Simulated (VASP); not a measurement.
# EuS (Fm-3m) in VASP: notebook

EuS is run at these levels: SVWN5, PBE+D3(BJ), PBEsol+D3(BJ); tasks: single point.

Program: VASP 6.6.1. These are calculated values, not measurements. Logs are shortened: lines on timing, memory, paths and dates and some standing lists are left out, and cuts for length are marked.

**What was measured.**

From “Crystal-field mediated electronic transitions of EuS up to 35 GPa”, 2022, pmc:8786971, for a powder of EuS at 300 K: band gap 1.72 eV (optical).

The runs below are set against these values where they give the same quantity.

### 1 The cell of the first run

The structure is cubic, space group Fm-3m (No. 225). The conventional cell has a = 5.654 Å, b = 5.654 Å, c = 5.654 Å, α = 90.00°, β = 90.00°, γ = 90.00°. Eu (site symmetry m-3m) has 6 S at 2.83 Å within 3.7 Å. Within 3.7 Å of S (site symmetry m-3m) lie 6 Eu at 2.83 Å.

### 2 Single point, SVWN5, collinear spin, ferromagnetic start

INCAR

```
ALGO = Normal ; EDIFF = 1E-6
ENCUT = 600 ; GGA = VW
GGA_COMPAT = F ; ISIF = 2
ISMEAR = -1 ; ISPIN = 2
LASPH = T ; LCHARG = F
LMAXMIX = 6 ; LORBIT = 11
LREAL = F ; LWAVE = F
MAGMOM = 7 0 ; NBANDS = 22
NELM = 200 ; PREC = Accurate
SIGMA = 0.05
```

KPOINTS

```
k-points
0
Gamma
  8 8 8
```

POSCAR

```
EuS
1.0
    0.0000000000      2.8268449083      2.8268449083
    2.8268449083      0.0000000000      2.8268449083
    2.8268449083      2.8268449083      0.0000000000
Eu S
1 1
Direct
    0.0000000000      0.0000000000      0.0000000000
    0.5000000000      0.5000000000      0.5000000000
```

Potentials or basis: VASP PAW PBE potentials, release 64 (Eu, S).

Command:

```bash
> cat potpaw_PBE.64/Eu/POTCAR potpaw_PBE.64/S/POTCAR > POTCAR
> mpirun -np 1 vasp_std > vasp.out
```

OUTCAR:

```text
EDIFF = 1E-6
   ENCUT = 600
   GGA = VW
   ISIF = 2
   ISMEAR = -1
   ISPIN = 2
   LASPH = T
   LORBIT = 11
   LREAL = F
   NELM = 200
   PREC = Accurate

 ion  position               nearest neighbor table
   1  0.000  0.000  0.000-   2 2.83   2 2.83   2 2.83   2 2.83   2 2.83   2 2.83
   2  0.500  0.500  0.500-   1 2.83   1 2.83   1 2.83   1 2.83   1 2.83   1 2.83

  LATTYP: Found a face centered cubic cell.
 ALAT       =     5.6536898166

  Lattice vectors:

 A1 = (   0.0000000000,   2.8268449083,   2.8268449083)
 A2 = (   2.8268449083,   0.0000000000,   2.8268449083)
 A3 = (   2.8268449083,   2.8268449083,   0.0000000000)

Analysis of symmetry for initial positions (statically):
=====================================================================
 Subroutine PRICEL returns:
 Original cell was already a primitive cell.

 Routine SETGRP: Setting up the symmetry group for a
 face centered cubic supercell.

 Subroutine GETGRP returns: Found 48 space group operations
 (whereof 48 operations were pure point group operations)
 out of a pool of 48 trial point group operations.

The static configuration has the point symmetry O_h .

Analysis of symmetry for dynamics (positions and initial velocities):
=====================================================================
 Subroutine PRICEL returns:
 Original cell was already a primitive cell.

 Routine SETGRP: Setting up the symmetry group for a
 face centered cubic supercell.

 Subroutine GETGRP returns: Found 48 space group operations
 (whereof 48 operations were pure point group operations)
 out of a pool of 48 trial point group operations.

The dynamic configuration has the point symmetry O_h .

Analysis of structural, dynamic, and magnetic symmetry:
=====================================================================
 Subroutine PRICEL returns:
 Original cell was already a primitive cell.

 Routine SETGRP: Setting up the symmetry group for a
 face centered cubic supercell.

 Subroutine GETGRP returns: Found 48 space group operations
 (whereof 48 operations were pure point group operations)
 out of a pool of 48 trial point group operations.

The overall configuration has the point symmetry O_h .

 Subroutine INISYM returns: Found 48 space group operations
 (whereof 48 operations are pure point group operations),
 and found     1 'primitive' translations

----------------------------------------------------------------------------------------

                                     Primitive cell

  volume of cell :      45.1789

  direct lattice vectors                    reciprocal lattice vectors
     0.000000000  2.826844908  2.826844908    -0.176875639  0.176875639  0.176875639
     2.826844908  0.000000000  2.826844908     0.176875639 -0.176875639  0.176875639
     2.826844908  2.826844908  0.000000000     0.176875639  0.176875639 -0.176875639

  length of vectors
     3.997762408  3.997762408  3.997762408     0.306357594  0.306357594  0.306357594

  position of ions in fractional coordinates (direct lattice)
     0.000000000  0.000000000  0.000000000
     0.500000000  0.500000000  0.500000000

  ion indices of the primitive-cell ions
   primitive index   ion index
                 1           1
                 2           2

----------------------------------------------------------------------------------------

 KPOINTS: k-points

Automatic generation of k-mesh.
 Grid dimensions read from file:
 generate k-points for:    8    8    8

 Generating k-lattice:

  Cartesian coordinates                     Fractional coordinates (reciprocal lattice)
    -0.022109455  0.022109455  0.022109455     0.125000000  0.000000000  0.000000000
     0.022109455 -0.022109455  0.022109455     0.000000000  0.125000000  0.000000000
     0.022109455  0.022109455 -0.022109455     0.000000000  0.000000000  0.125000000

  Length of vectors
     0.038294699  0.038294699  0.038294699

  Shift w.r.t. Gamma in fractional coordinates (k-lattice)
     0.000000000  0.000000000  0.000000000

 Subroutine IBZKPT returns following result:
 ===========================================

 Found     29 irreducible k-points:

 Following reciprocal coordinates:
            Coordinates               Weight
  0.000000  0.000000  0.000000      1.000000
  0.125000  0.000000  0.000000      8.000000
  0.250000  0.000000  0.000000      8.000000
  0.375000  0.000000  0.000000      8.000000
  0.500000  0.000000  0.000000      4.000000
  0.125000  0.125000  0.000000      6.000000
[... 16 lines left out ...]
  0.500000  0.250000  0.125000     48.000000
 -0.375000  0.250000  0.125000     24.000000
 [... further k-points ...]
   k-points           NKPTS =     29   k-points in BZ     NKDIM =     29   number of bands    NBANDS=     22
   number of dos      NEDOS =    301   number of ions     NIONS =      2
   total plane-waves  NPLWV =  32768
   dimension x,y,z NGX =    32 NGY =   32 NGZ =   32
   dimension x,y,z NGXF=    64 NGYF=   64 NGZF=   64
   ions per type =               1   1
   NGX,Y,Z   is equivalent  to a cutoff of  13.31, 13.31, 13.31 a.u.
   NGXF,Y,Z  is equivalent  to a cutoff of  26.61, 26.61, 26.61 a.u.
 SYSTEM =  unknown system
   PREC   = accura    normal or accurate (medium, high low for compatibility)
   ISTART =      0    job   : 0-new  1-cont  2-samecut
   ICHARG =      2    charge: 1-file 2-atom 10-const
   ISPIN  =      2    spin polarized calculation?
   LNONCOLLINEAR =      F non collinear calculations
   LSORBIT =      F    spin-orbit coupling
   LASPH  =      T    aspherical Exc in radial PAW
   ENCUT  =  600.0 eV  44.10 Ry    6.64 a.u.   7.98  7.98  7.98*2*pi/ulx,y,z
   NELM   =    200;   NELMIN=  2; NELMDL= -5     # of ELM steps
   EDIFF  = 0.1E-05   stopping-criterion for ELM
   LREAL  =      F    real-space projection
   EDIFFG = 0.1E-04   stopping-criterion for IOM
   NSW    =      0    number of steps for IOM
   IBRION =     -1    ionic relax: 0-MD 1-quasi-New 2-CG
   NFREE  =      0    steps in history (QN), initial steepest desc. (CG)
   ISIF   =      2    stress and relaxation
   ISYM   =      2    0-nonsym 1-usesym 2-fastsym
   POTIM  = 0.5000    time-step for ionic-motion
   TEBEG  =    0.0;   TEEND  =   0.0 temperature during run
   PSTRESS=    0.0 pullay stress
   NELECT =      23.0000    total number of electrons
   NUPDOWN=      -1.0000    fix difference up-down
   EMIN   =  10.00;   EMAX   =-10.00  energy-range for DOS
   EFERMI =   0.00;   METHOD = LEGACY
   ISMEAR =    -1;   SIGMA  =   0.05  broadening in eV -4-tet -1-fermi 0-gaus
   EFERMI_NEDOS =   21; number of points for ismear=-14 and -15
   IALGO  =     38    algorithm
   IMIX   =      4    mixing-type and parameters
     AMIX     =   0.40;   BMIX     =  1.00
     AMIX_MAG =   1.60;   BMIX_MAG =  1.00
  volume/ion in A,a.u.               =      22.59       152.44
  Fermi-wavevector in a.u.,A,eV,Ry     =   1.307190  2.470231 23.248905  1.708746
  Thomas-Fermi vector in A             =   2.437942
   LORBIT       =     11    0 simple, 1 ext, 2 COOP (PROOUT), +10 PAW based schemes
   GGA     = VW    functional components
   LHFCALC =     F    Hartree Fock is set to
   AEXX    =    0.0000 exact exchange contribution
   IVDW    =     0    specifies the selected vdW correction
   LEPSILON=     F    determine dielectric tensor
   LRPA    =     F    only Hartree local field effects (RPA)
 spin polarized calculation
  energy-cutoff  :      600.00
  volume of cell :       45.18
 maximum number of plane-waves:      1540
   NGX = 15   NGY = 15   NGZ = 15

 number of electron      23.0000002 magnetization       6.8409443

 Free energy of the ion-electron system (eV)
  ---------------------------------------------------
  ext. energy  EPLUGINS =         0.00000000
  ---------------------------------------------------
  free energy    TOTEN  =        61.46650403 eV

  energy without entropy =       61.48378952  energy(sigma->0) =       61.47514678

 E-fermi :   4.9771     XC(G=0): -10.7620

 val. band max:        4.9688208107   @ k =   0.3750   0.3750   0.0000
 cond. band min:       4.9773049268   @ k =   0.5000   0.5000   0.0000
 fundamental gap:      0.0084841160
 Fermi energy:         4.9771371982

 spin component 1

 k-point     1 :       0.0000    0.0000    0.0000
  band No.  band energies     occupation
      1     -36.2257      1.00000
      2     -14.9837      1.00000
      3     -14.9837      1.00000
      4     -14.9837      1.00000
      5      -8.8765      1.00000
      6       2.1162      1.00000
[... 14 lines left out ...]
     21       6.8333      0.00000
     22      12.8201      0.00000

 k-point     2 :       0.1250    0.0000    0.0000
  band No.  band energies     occupation
      1     -36.2214      1.00000
      2     -15.0859      1.00000
      3     -14.9898      1.00000
      4     -14.9898      1.00000
      5      -8.6860      1.00000
      6       1.5158      1.00000
[... 542 lines left out ...]
 k-point    24 :      -0.3750    0.2500    0.1250
  band No.  band energies     occupation
      1     -36.1915      1.00000
      2     -15.4892      1.00000
      3     -15.1564      1.00000
      4     -15.0734      1.00000
      5      -7.8208      1.00000
      6      -0.2647      1.00000
[... 14 lines left out ...]
     21      11.9858      0.00000
     22      13.4862      0.00000

 [... further k-points ...]

 spin component 2

 k-point     1 :       0.0000    0.0000    0.0000
  band No.  band energies     occupation
      1     -34.2084      1.00000
      2     -13.2063      1.00000
      3     -13.2063      1.00000
      4     -13.2063      1.00000
      5      -8.8068      1.00000
      6       2.3979      1.00000
[... 14 lines left out ...]
     21       8.3077      0.00000
     22      13.5115      0.00000

 k-point     2 :       0.1250    0.0000    0.0000
  band No.  band energies     occupation
      1     -34.2032      1.00000
      2     -13.3549      1.00000
      3     -13.2132      1.00000
      4     -13.2132      1.00000
      5      -8.5751      1.00000
      6       1.7505      1.00000
[... 542 lines left out ...]
 k-point    24 :      -0.3750    0.2500    0.1250
  band No.  band energies     occupation
      1     -34.1674      1.00000
      2     -13.8839      1.00000
      3     -13.4183      1.00000
      4     -13.3153      1.00000
      5      -7.6298      1.00000
      6      -0.0463      1.00000
[... 14 lines left out ...]
     21      12.7782      0.00000
     22      14.1268      0.00000

 [... further k-points ...]
[... 5 lines left out ...]
  --------------------------------------------------------------------------------------
  -------------------------------------------------------------------------------------
  Total       -0.3218738     -0.3218738     -0.3218738      0.0000000      0.0000000      0.0000000
  in kB      -11.4145896    -11.4145896    -11.4145896      0.0000000      0.0000000      0.0000000
  external PRESSURE =     -11.4145896 kB  Pullay stress =       0.0000000 kB

 VOLUME and BASIS-vectors are now :
 -----------------------------------------------------------------------------
  energy-cutoff  :      600.00
  volume of cell :       45.18
      direct lattice vectors                 reciprocal lattice vectors
     0.000000000  2.826844908  2.826844908    -0.176875639  0.176875639  0.176875639
     2.826844908  0.000000000  2.826844908     0.176875639 -0.176875639  0.176875639
     2.826844908  2.826844908  0.000000000     0.176875639  0.176875639 -0.176875639

 POSITION                                       TOTAL-FORCE (eV/Angst)
 -----------------------------------------------------------------------------------
      0.00000      0.00000      0.00000        -0.000000      0.000000     -0.000000
      2.82684      2.82684      2.82684         0.000000     -0.000000      0.000000
 -----------------------------------------------------------------------------------
    total drift:                                0.000000     -0.000000     -0.000000

  FREE ENERGIE OF THE ION-ELECTRON SYSTEM (eV)
  ---------------------------------------------------
  free  energy   TOTEN  =        61.4665040315 eV

  energy  without entropy=       61.4837895227  energy(sigma->0) =       61.47514678

 total charge

# of ion       s       p       d       f       tot
--------------------------------------------------
    1        2.023   5.668   0.451   6.531  14.674
    2        1.310   2.433   0.000   0.000   3.743
--------------------------------------------------
tot          3.334   8.101   0.451   6.531  18.418

 magnetization (x)

# of ion       s       p       d       f       tot
--------------------------------------------------
    1       -0.006  -0.052   0.105   6.469   6.517
    2       -0.006  -0.044   0.000   0.000  -0.050
--------------------------------------------------
tot         -0.012  -0.096   0.105   6.469   6.467
```

Run time: 41 s. Hardware: 1 thread of Intel Xeon 6975P-C (Granite Rapids), shared host; peak memory 0.21 GiB.

What came out:

| Quantity | Value |
| --- | --- |
| Free energy | 61.4665 eV |
| Pressure | -1.1 GPa |
| Net moment | 6.84 μB per cell |
| Site moments | Eu +6.52; S -0.05 μB |
| Valence electrons inside the program's atomic spheres | Eu 14.67; S 3.74 |

Levels at points of the mesh, in eV from the Fermi level:
Spin up:
| k point | band 13 | band 14 | band 15 | band 16 | band 17 | band 18 |
| --- | --- | --- | --- | --- | --- | --- |
| (0.00, 0.00, 0.00) | 0.22 | 0.22 | 0.22 | 0.85 | 0.85 | 0.85 |
| (0.50, 0.00, 0.00) | -0.32 | -0.26 | -0.24 | 3.45 | 3.68 | 4.01 |
| (0.50, 0.50, 0.00) | -0.33 | -0.27 | 0.00 | 0.00 | 3.22 | 4.12 |
Spin down:
| k point | band 4 | band 5 | band 6 | band 7 | band 8 | band 9 | band 10 | band 11 | band 12 | band 13 |
| --- | --- | --- | --- | --- | --- | --- | --- | --- | --- | --- |
| (0.00, 0.00, 0.00) | -18.18 | -13.78 | -2.58 | -2.58 | -2.58 | 1.47 | 1.47 | 1.47 | 2.01 | 2.54 |
| (0.50, 0.00, 0.00) | -18.23 | -12.27 | -5.70 | -4.06 | -4.06 | 2.17 | 2.68 | 2.68 | 2.91 | 2.91 |
| (0.50, 0.50, 0.00) | -18.39 | -13.34 | -3.70 | -2.89 | -2.89 | -0.82 | 2.80 | 2.84 | 2.91 | 2.91 |

Caveat: the PAW data sets were made with another functional, which shifts forces and pressure a little; spin-orbit coupling is left out, which moves the levels of the heavy elements; a cell with one magnetic atom can't hold antiferromagnetic order, which such compounds often take; semilocal functionals describe open f shells poorly, which spoils levels, moments and volumes. The state reached can hang on the start; a lower one may exist.

[end of part 1 of 2]
